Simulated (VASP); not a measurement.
Wanted: the native input for a VASP 6.6.1 run.

| Property | Result |
| --- | --- |
| Task | single point |
| Functional | PBE |
| Potentials or basis | VASP PAW PBE potentials, release 64 (Ta_pv, Si, O, F) |
| Cutoff | 520 eV |
| k mesh | 10 × 10 × 6 |
| Occupations | gaussian, width 0.1 eV |
| Spin | no spin polarisation |
| Dipole correction | no |
| Further INCAR settings | ALGO = Fast; EDIFF = 1e-06; NBANDS = 32 |

The structure of Ta2SiOF2 lies in POSCAR:

```
Ta2SiOF2
1.0
    4.0469971909      0.0000000000      0.0000000000
    0.0000000000      4.0469971909      0.0000000000
    0.0000000000      0.0000000000      6.0896747519
Ta Si O F
2 1 1 2
Direct
    0.5000000000      0.0000000000      0.0130200951
    0.0000000000      0.5000000000      0.0130200951
    0.0000000000      0.0000000000      0.2686573278
    0.5000000000      0.5000000000      0.8855489309
    0.0000000000      0.0000000000      0.5404111190
    0.5000000000      0.5000000000      0.2779414722
```

The cell was generated, and may not be a known phase.

These files were run (other wordings do the same):

INCAR

```
SYSTEM = Ta2SiOF2
PREC     = Accurate       ! precision mode
ENCUT    = 520            ! plane-wave cutoff, eV
EDIFF    = 1E-6           ! SCF threshold, eV
ISMEAR   = 0              ! smearing method
SIGMA    = 0.1            ! smearing width, eV
LREAL    = .FALSE.        ! projectors in reciprocal space
LASPH    = .TRUE.         ! aspherical terms in the spheres
NELM     = 80             ! most SCF steps
ALGO     = Fast           ! electronic algorithm
ISIF     = 2              ! what is computed and relaxed
LWAVE    = .FALSE.        ! write WAVECAR
LCHARG   = .TRUE.         ! write CHGCAR
GGA      = PE             ! functional
LELF     = .TRUE.         ! ELF
LVHAR    = .TRUE.       
NBANDS   = 32             ! bands
```

KPOINTS

```
regular mesh
0
G
  10 10 6
  0 0 0
```

Potentials or basis: VASP PAW PBE potentials, release 64 (Ta_pv, Si, O, F).

Run with:

```bash
$ cat potpaw_PBE.64/Ta_pv/POTCAR potpaw_PBE.64/Si/POTCAR potpaw_PBE.64/O/POTCAR potpaw_PBE.64/F/POTCAR > POTCAR
$ mpirun -np 1 vasp_std > vasp.out
```

It gave:

The pressure is 0.2 GPa. The largest force is 0.166 eV/Å and the band gap on the k mesh is zero (bands 23 and 24 overlap by 0.18 eV).

Caveat: spin-orbit coupling is left out, which moves the levels of the heavy elements.

Wall time 6.4 min on 1 thread of Oxide Virtual Turin-like Processor (shared host), peak memory 0.34 GiB.
